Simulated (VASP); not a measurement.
# GaN (F-43m) in VASP: notebook

The runs below take GaN through single point, with PBEsol.

Everything below comes from runs of VASP 6.6.1. Logs are shortened: lines on timing, memory, paths and dates and some standing lists are left out, and cuts for length are marked.

## 1. The cell of the first run

It takes space group F-43m (No. 216, cubic). The conventional cell has a = 4.498 Å, b = 4.498 Å, c = 4.498 Å, α = 90.00°, β = 90.00°, γ = 90.00°. Within 2.6 Å of Ga (site symmetry -43m) lie 4 N at 1.95 Å. N (site symmetry -43m) has 4 Ga at 1.95 Å within 2.6 Å.

## 2. Single point, PBEsol

Contents of INCAR:

```
SYSTEM = GaN
PREC = Accurate
ENCUT = 600
EDIFF = 1E-6
ISMEAR = 0
SIGMA = 0.1
LREAL = .FALSE.
LASPH = .TRUE.
NELM = 120
ALGO = Normal
ISIF = 2
LWAVE = .FALSE.
LCHARG = .TRUE.
GGA = PS
LELF = .TRUE.
LVHAR = .TRUE.
NBANDS = 26
GGA_COMPAT = .FALSE.
```

Contents of KPOINTS:

```
Automatic mesh
0
G
  6 4 6
  0 0 0
```

Contents of POSCAR:

```
GaN
1.0
    3.1807797652      0.0000000000      0.0000000000
    0.0000000000      4.4983019046      0.0000000000
    0.0000000000      0.0000000000      3.1807797652
Ga N
2 2
Direct
    0.0000000000      0.0000000000      0.0000000000
    0.5000000000      0.5000000000      0.5000031000
    0.5000000000      0.2500000000      0.0000000000
    0.0000000000      0.7500000000      0.5000031000
```

Potentials or basis: VASP PAW PBE potentials, release 64 (Ga_d, N).

The run is started by

```
> cat potpaw_PBE.64/Ga_d/POTCAR potpaw_PBE.64/N/POTCAR > POTCAR
> mpirun -np 1 vasp_std > vasp.out
```

OUTCAR:

```text
SYSTEM = GaN
   PREC = Accurate
   ENCUT = 600
   EDIFF = 1E-6
   ISMEAR = 0
   LREAL = .FALSE.
   LASPH = .TRUE.
   NELM = 120
   ISIF = 2
   GGA = PS

 ion  position               nearest neighbor table
   1  0.000  0.000  0.000-   4 1.95   3 1.95   3 1.95   4 1.95
   2  0.500  0.500  0.500-   3 1.95   4 1.95   4 1.95   3 1.95
   3  0.500  0.250  0.000-   2 1.95   1 1.95   1 1.95   2 1.95
   4  0.000  0.750  0.500-   1 1.95   2 1.95   2 1.95   1 1.95

  LATTYP: Found a simple tetragonal cell.
 ALAT       =     3.1807797652
 C/A-ratio  =     1.4142135692

  Lattice vectors:

 A1 = (  -3.1807797652,   0.0000000000,   0.0000000000)
 A2 = (   0.0000000000,   0.0000000000,   3.1807797652)
 A3 = (   0.0000000000,   4.4983019046,   0.0000000000)

Analysis of symmetry for initial positions (statically):
=====================================================================
 Subroutine PRICEL returns following result:

  LATTYP: Found a face centered cubic cell.
 ALAT       =     4.4982949214

  Lattice vectors:

 A1 = (  -1.5903898826,   2.2491509523,   1.5903800222)
 A2 = (   0.0000000000,   0.0000000000,   3.1807797652)
 A3 = (   1.5903898826,   2.2491509523,   1.5903997430)

   2 primitive cells build up your supercell.

 Routine SETGRP: Setting up the symmetry group for a
 simple tetragonal supercell.

 Subroutine GETGRP returns: Found  8 space group operations
 (whereof  8 operations were pure point group operations)
 out of a pool of 16 trial point group operations.

The static configuration has the point symmetry D_2d.

Analysis of symmetry for dynamics (positions and initial velocities):
=====================================================================
 Subroutine PRICEL returns following result:

  LATTYP: Found a face centered cubic cell.
 ALAT       =     4.4982949214

  Lattice vectors:

 A1 = (  -1.5903898826,   2.2491509523,   1.5903800222)
 A2 = (   0.0000000000,   0.0000000000,   3.1807797652)
 A3 = (   1.5903898826,   2.2491509523,   1.5903997430)

   2 primitive cells build up your supercell.

 Routine SETGRP: Setting up the symmetry group for a
 simple tetragonal supercell.

 Subroutine GETGRP returns: Found  8 space group operations
 (whereof  8 operations were pure point group operations)
 out of a pool of 16 trial point group operations.

The dynamic configuration has the point symmetry D_2d.

 Subroutine INISYM returns: Found  8 space group operations
 (whereof  8 operations are pure point group operations),
 and found     2 'primitive' translations

----------------------------------------------------------------------------------------

                                     Primitive cell

  volume of cell :      22.7555

  direct lattice vectors                    reciprocal lattice vectors
    -1.590389883  2.249150952  1.590380022    -0.314388318  0.222306110  0.000000000
     0.000000000  0.000000000  3.180779765    -0.000001949 -0.222306110  0.314388318
     1.590389883  2.249150952  1.590399743     0.314388318  0.222306110 -0.000000000

  length of vectors
     3.180774843  3.180779765  3.180784703     0.385045479  0.385045479  0.385045479

  position of ions in fractional coordinates (direct lattice)
     0.000000000  0.000000000  0.000000000
     0.750000000  0.750003100  0.750000000

  ion indices of the primitive-cell ions
   primitive index   ion index
                 1           1
                 2           4

----------------------------------------------------------------------------------------

 KPOINTS: Automatic mesh

Automatic generation of k-mesh.
 Grid dimensions read from file:
 generate k-points for:    6    4    6

 Generating k-lattice:

  Cartesian coordinates                     Fractional coordinates (reciprocal lattice)
     0.052398053  0.000000000  0.000000000     0.166666667  0.000000000  0.000000000
     0.000000000  0.055576528  0.000000000     0.000000000  0.250000000  0.000000000
     0.000000000  0.000000000  0.052398053     0.000000000  0.000000000  0.166666667

  Length of vectors
     0.052398053  0.055576528  0.052398053

  Shift w.r.t. Gamma in fractional coordinates (k-lattice)
     0.000000000  0.000000000  0.000000000

 Subroutine IBZKPT returns following result:
 ===========================================

 Found     30 irreducible k-points:

 Following reciprocal coordinates:
            Coordinates               Weight
  0.000000  0.000000  0.000000      1.000000
  0.166667  0.000000  0.000000      4.000000
  0.333333  0.000000  0.000000      4.000000
  0.500000  0.000000  0.000000      2.000000
  0.000000  0.250000  0.000000      2.000000
  0.166667  0.250000  0.000000      8.000000
[... 16 lines left out ...]
  0.500000  0.000000  0.333333      4.000000
  0.333333  0.250000  0.333333      8.000000
 [... further k-points ...]
   k-points           NKPTS =     30   k-points in BZ     NKDIM =     30   number of bands    NBANDS=     26
   number of dos      NEDOS =    301   number of ions     NIONS =      4
   total plane-waves  NPLWV =  28224
   dimension x,y,z NGX =    28 NGY =   36 NGZ =   28
   dimension x,y,z NGXF=    56 NGYF=   72 NGZF=   56
   ions per type =               2   2
   NGX,Y,Z   is equivalent  to a cutoff of  14.63, 13.30, 14.63 a.u.
   NGXF,Y,Z  is equivalent  to a cutoff of  29.27, 26.61, 29.27 a.u.
 SYSTEM =  GaN
   PREC   = accura    normal or accurate (medium, high low for compatibility)
   ISTART =      0    job   : 0-new  1-cont  2-samecut
   ICHARG =      2    charge: 1-file 2-atom 10-const
   ISPIN  =      1    spin polarized calculation?
   LNONCOLLINEAR =      F non collinear calculations
   LSORBIT =      F    spin-orbit coupling
   LASPH  =      T    aspherical Exc in radial PAW
   ENCUT  =  600.0 eV  44.10 Ry    6.64 a.u.   6.35  8.98  6.35*2*pi/ulx,y,z
   NELM   =    120;   NELMIN=  2; NELMDL= -5     # of ELM steps
   EDIFF  = 0.1E-05   stopping-criterion for ELM
   LREAL  =      F    real-space projection
[... 7 lines left out ...]
   TEBEG  =    0.0;   TEEND  =   0.0 temperature during run
   PSTRESS=    0.0 pullay stress
   NELECT =      36.0000    total number of electrons
   NUPDOWN=      -1.0000    fix difference up-down
   EMIN   =  10.00;   EMAX   =-10.00  energy-range for DOS
   EFERMI =   0.00;   METHOD = LEGACY
   ISMEAR =     0;   SIGMA  =   0.10  broadening in eV -4-tet -1-fermi 0-gaus
   EFERMI_NEDOS =   21; number of points for ismear=-14 and -15
   IALGO  =     38    algorithm
   IMIX   =      4    mixing-type and parameters
     AMIX     =   0.40;   BMIX     =  1.00
     AMIX_MAG =   1.60;   BMIX_MAG =  1.00
  volume/ion in A,a.u.               =      11.38        76.78
  Fermi-wavevector in a.u.,A,eV,Ry     =   1.514039  2.861119 31.188827  2.292314
  Thomas-Fermi vector in A             =   2.623750
   LORBIT       =      0    0 simple, 1 ext, 2 COOP (PROOUT), +10 PAW based schemes
   GGA     = PS    functional components
   LHFCALC =     F    Hartree Fock is set to
   AEXX    =    0.0000 exact exchange contribution
   IVDW    =     0    specifies the selected vdW correction
   LEPSILON=     F    determine dielectric tensor
   LRPA    =     F    only Hartree local field effects (RPA)
 non-spin polarized calculation
 Gauss-broadening in eV      SIGMA  =   0.10
  energy-cutoff  :      600.00
  volume of cell :       45.51
 maximum number of plane-waves:      1538
 NGX is ok and might be reduce to    28
   NGX = 13   NGY = 17   NGZ = 13

 number of electron      36.0000006 magnetization

 Free energy of the ion-electron system (eV)
  ---------------------------------------------------
  ext. energy  EPLUGINS =         0.00000000
  ---------------------------------------------------
  free energy    TOTEN  =       -26.24502615 eV

  energy without entropy =      -26.24502615  energy(sigma->0) =      -26.24502615

 E-fermi :   5.7300     XC(G=0): -11.9329

 val. band max:        5.2151116603   @ k =   0.0000   0.0000   0.0000
 cond. band min:       6.9339388767   @ k =   0.0000   0.0000   0.0000
 fundamental gap:      1.7188272164
 Fermi energy:         5.7300124189

 k-point     1 :       0.0000    0.0000    0.0000
  band No.  band energies     occupation
      1     -10.7684      2.00000
      2      -9.6246      2.00000
      3      -8.1966      2.00000
      4      -8.1966      2.00000
      5      -8.1965      2.00000
      6      -8.1137      2.00000
[... 18 lines left out ...]
     25      16.8303      0.00000
     26      19.1530      0.00000

 k-point     2 :       0.1667    0.0000    0.0000
  band No.  band energies     occupation
      1     -10.5630      2.00000
      2      -9.6266      2.00000
      3      -8.1748      2.00000
      4      -8.1657      2.00000
      5      -8.1259      2.00000
      6      -8.0893      2.00000
[... 18 lines left out ...]
     25      16.5823      0.00000
     26      18.5748      0.00000

 k-point     3 :       0.3333    0.0000    0.0000
  band No.  band energies     occupation
      1     -10.1159      2.00000
      2      -9.6599      2.00000
      3      -8.1178      2.00000
      4      -8.1168      2.00000
      5      -8.0839      2.00000
      6      -7.9662      2.00000
[... 18 lines left out ...]
     25      16.2069      0.00000
     26      17.4546      0.00000

 k-point     4 :       0.5000    0.0000    0.0000
  band No.  band energies     occupation
      1      -9.7886      2.00000
      2      -9.7886      2.00000
      3      -8.0956      2.00000
      4      -8.0956      2.00000
      5      -8.0433      2.00000
      6      -8.0433      2.00000
[... 18 lines left out ...]
     25      16.6336      0.00000
     26      16.6336      0.00000
[... 496 lines left out ...]
      1      -9.7798      2.00000
      2      -9.6233      2.00000
      3      -8.0652      2.00000
      4      -8.0642      2.00000
      5      -7.9863      2.00000
      6      -7.9693      2.00000
[... 18 lines left out ...]
     25      16.5373      0.00000
     26      18.0803      0.00000

 k-point    23 :       0.5000    0.0000    0.3333
  band No.  band energies     occupation
      1      -9.6552      2.00000
      2      -9.6552      2.00000
      3      -8.0854      2.00000
      4      -8.0854      2.00000
      5      -7.9448      2.00000
      6      -7.9448      2.00000
[... 18 lines left out ...]
     25      18.2889      0.00000
     26      18.2889      0.00000

 k-point    24 :       0.3333    0.2500    0.3333
  band No.  band energies     occupation
      1      -9.7543      2.00000
      2      -9.6447      2.00000
      3      -8.0790      2.00000
      4      -8.0485      2.00000
      5      -8.0326      2.00000
      6      -7.9588      2.00000
[... 18 lines left out ...]
     25      17.5871      0.00000
     26      17.6595      0.00000

 [... further k-points ...]
[... 5 lines left out ...]
  --------------------------------------------------------------------------------------
  -------------------------------------------------------------------------------------
  Total       -0.1014561     -0.1172160     -0.1014561      0.0000000     -0.0000000      0.0000000
  in kB       -3.5716835     -4.1264975     -3.5716835      0.0000000     -0.0000000      0.0000000
  external PRESSURE =      -3.7566215 kB  Pullay stress =       0.0000000 kB

 VOLUME and BASIS-vectors are now :
 -----------------------------------------------------------------------------
  energy-cutoff  :      600.00
  volume of cell :       45.51
      direct lattice vectors                 reciprocal lattice vectors
     3.180779765  0.000000000  0.000000000     0.314388318  0.000000000  0.000000000
     0.000000000  4.498301905  0.000000000     0.000000000  0.222306110  0.000000000
     0.000000000  0.000000000  3.180779765     0.000000000  0.000000000  0.314388318

 POSITION                                       TOTAL-FORCE (eV/Angst)
 -----------------------------------------------------------------------------------
      0.00000      0.00000      0.00000        -0.000000      0.000000     -0.000000
      1.59039      2.24915      1.59040         0.000000      0.000000      0.000000
      1.59039      1.12458      0.00000         0.000000      0.000000     -0.000000
      0.00000      3.37373      1.59040        -0.000000      0.000000      0.000000
 -----------------------------------------------------------------------------------
    total drift:                                0.000000     -0.000000     -0.007944

  FREE ENERGIE OF THE ION-ELECTRON SYSTEM (eV)
  ---------------------------------------------------
  free  energy   TOTEN  =       -26.2450261529 eV

  energy  without entropy=      -26.2450261529  energy(sigma->0) =      -26.24502615
```

Wall time 85 s (1 thread of Intel Xeon 8259CL, shared host); peak memory 0.19 GiB.

What came out:

| Property | Result |
| --- | --- |
| Free energy | -26.2450 eV |
| Pressure | -0.4 GPa |
| Band gap on the k mesh | 1.72 eV |

Caveat: the PAW data sets were made with another functional, which shifts forces and pressure a little.

## 3. Single point, PBEsol

Contents of INCAR:

```
PREC = Accurate
ENCUT = 600
EDIFF = 1E-6
ISMEAR = 0
SIGMA = 0.02
LREAL = False
LASPH = True
NELM = 120
ALGO = Normal
ISIF = 2
LWAVE = False
LCHARG = False
GGA = PS
NBANDS = 26
GGA_COMPAT = False
```

Contents of KPOINTS:

```
Automatic mesh
0
Gamma
  8 6 8
```

Contents of POSCAR:

```
GaN
1.0
    3.1807797652      0.0000000000      0.0000000000
    0.0000000000      4.4983019046      0.0000000000
    0.0000000000      0.0000000000      3.1807797652
Ga N
2 2
Direct
    0.0000000000      0.0000000000      0.0000000000
    0.5000000000      0.5000000000      0.5000000000
    0.5000000000      0.2500000000      0.0000000000
    0.0000000000      0.7500000000      0.5000000000
```

Potentials or basis: VASP PAW PBE potentials, release 64 (Ga_d, N).

The run is started by

```
> cat potpaw_PBE.64/Ga_d/POTCAR potpaw_PBE.64/N/POTCAR > POTCAR
> mpirun -np 1 vasp_std > vasp.out
```

It took 2.6 min on 1 thread of Intel Xeon 8259CL, shared host; peak memory 0.22 GiB.

The run converged. Its results:

| Quantity | Value |
| --- | --- |
| Free energy | -26.2483 eV |
| Pressure | -0.4 GPa |
| Band gap on the k mesh | 1.72 eV |

Levels at points of the mesh, in eV from the valence-band top:
```tsv
k point	band 15	band 16	band 17	band 18	band 19	band 20	band 21	band 22
(0.00, 0.00, 0.00)	-2.75	0.00	0.00	0.00	1.72	3.22	6.59	10.24
(0.50, 0.00, 0.00)	-3.33	-3.33	-1.05	-1.05	6.46	6.46	7.42	7.42
(0.00, 0.50, 0.00)	-1.52	-1.52	-1.52	-1.52	4.52	4.52	7.35	7.35
(0.50, 0.50, 0.00)	-0.99	-0.99	-0.99	-0.99	4.60	4.60	8.66	8.66
(0.50, 0.00, 0.50)	-2.75	-2.75	-2.75	-2.75	3.23	3.23	6.59	6.59
(0.50, 0.50, 0.50)	-3.77	-3.77	-3.73	-3.73	6.13	6.13	8.41	8.41
```

Caveat: the PAW data sets were made with another functional, which shifts forces and pressure a little.

## 4. Single point, PBEsol

Contents of INCAR:

```
SYSTEM = GaN
PREC     = Accurate       ! precision mode
ENCUT    = 600            ! plane-wave cutoff, eV
EDIFF    = 1E-6           ! SCF threshold, eV
ISMEAR   = 0              ! smearing method
SIGMA    = 0.02           ! smearing width, eV
LREAL    = .FALSE.        ! projectors in reciprocal space
LASPH    = .TRUE.         ! aspherical terms in the spheres
NELM     = 120            ! most SCF steps
ALGO     = Normal         ! electronic algorithm
ISIF     = 2              ! what is computed and relaxed
LWAVE    = .FALSE.        ! write WAVECAR
LCHARG   = .FALSE.        ! write CHGCAR
GGA      = PS             ! functional
NBANDS   = 26             ! bands
GGA_COMPAT= .FALSE.
```

Contents of KPOINTS:

```
regular mesh
0
G
  8 6 8
  0 0 0
```

POSCAR is that of step 3.

The run is started by

```
> cat potpaw_PBE.64/Ga_d/POTCAR potpaw_PBE.64/N/POTCAR > POTCAR
> mpirun -np 1 vasp_std > vasp.out
```

Wall time 2.3 min (1 thread of Intel Xeon 8259CL, shared host); peak memory 0.22 GiB.

Results (log left out):

- Free energy: -26.2483 eV
- Pressure: -0.4 GPa
- Band gap on the k mesh: 1.72 eV

Levels at points of the mesh, in eV from the valence-band top:
```tsv
k point	band 16	band 17	band 18	band 19	band 20	band 21
(0.00, 0.00, 0.00)	0.00	0.00	0.00	1.72	3.22	6.59
(0.50, 0.00, 0.00)	-3.33	-1.05	-1.05	6.46	6.46	7.42
(0.00, 0.50, 0.00)	-1.52	-1.52	-1.52	4.52	4.52	7.35
(0.50, 0.50, 0.00)	-0.99	-0.99	-0.99	4.60	4.60	8.66
(0.50, 0.00, 0.50)	-2.75	-2.75	-2.75	3.23	3.23	6.59
(0.50, 0.50, 0.50)	-3.77	-3.73	-3.73	6.13	6.13	8.41
```

Caveat: the PAW data sets were made with another functional, which shifts forces and pressure a little.

## 5. Single point, PBEsol

Contents of INCAR:

```
ALGO = Normal
EDIFF = 1E-6
ENCUT = 600
GGA = PS
GGA_COMPAT = False
ISIF = 2
ISMEAR = 0
LASPH = True
LCHARG = False
LREAL = False
LWAVE = False
NBANDS = 26
NELM = 120
PREC = Accurate
SIGMA = 0.02
```

Contents of KPOINTS:

```
k-points
0
Gamma
  8 6 8
```

Contents of POSCAR:

```
GaN
1.0
    3.1807797652      0.0000000000      0.0000000000
    0.0000000000      4.4983019046      0.0000000000
    0.0000000000      0.0000000000      3.1807797652
Ga N
2 2
Direct
    0.0000000000      0.0000000000      0.0000000000
    0.5000000000      0.5000000000      0.5000031000
    0.5000000000      0.2500000000      0.0000000000
    0.0000000000      0.7500000000      0.5000031000
```

The run is started by

```
> cat potpaw_PBE.64/Ga_d/POTCAR potpaw_PBE.64/N/POTCAR > POTCAR
> mpirun -np 1 vasp_std > vasp.out
```

Wall time 2.1 min (1 thread of Intel Xeon 8259CL, shared host); peak memory 0.22 GiB.

The run converged. Its results:

| Property | Result |
| --- | --- |
| Free energy | -26.2483 eV |
| Pressure | -0.4 GPa |
| Band gap on the k mesh | 1.72 eV |

Levels at points of the mesh, in eV from the valence-band top:
| k point | band 16 | band 17 | band 18 | band 19 | band 20 | band 21 |
| --- | --- | --- | --- | --- | --- | --- |
| (0.00, 0.00, 0.00) | 0.00 | 0.00 | 0.00 | 1.72 | 3.22 | 6.59 |
| (0.50, 0.00, 0.00) | -3.33 | -1.05 | -1.05 | 6.46 | 6.46 | 7.42 |
| (0.00, 0.50, 0.00) | -1.52 | -1.52 | -1.52 | 4.52 | 4.52 | 7.35 |
| (0.50, 0.50, 0.00) | -0.99 | -0.99 | -0.99 | 4.60 | 4.60 | 8.66 |
| (0.50, 0.00, 0.50) | -2.75 | -2.75 | -2.75 | 3.23 | 3.23 | 6.59 |
| (0.50, 0.50, 0.50) | -3.77 | -3.73 | -3.73 | 6.13 | 6.13 | 8.41 |

Caveat: the PAW data sets were made with another functional, which shifts forces and pressure a little.
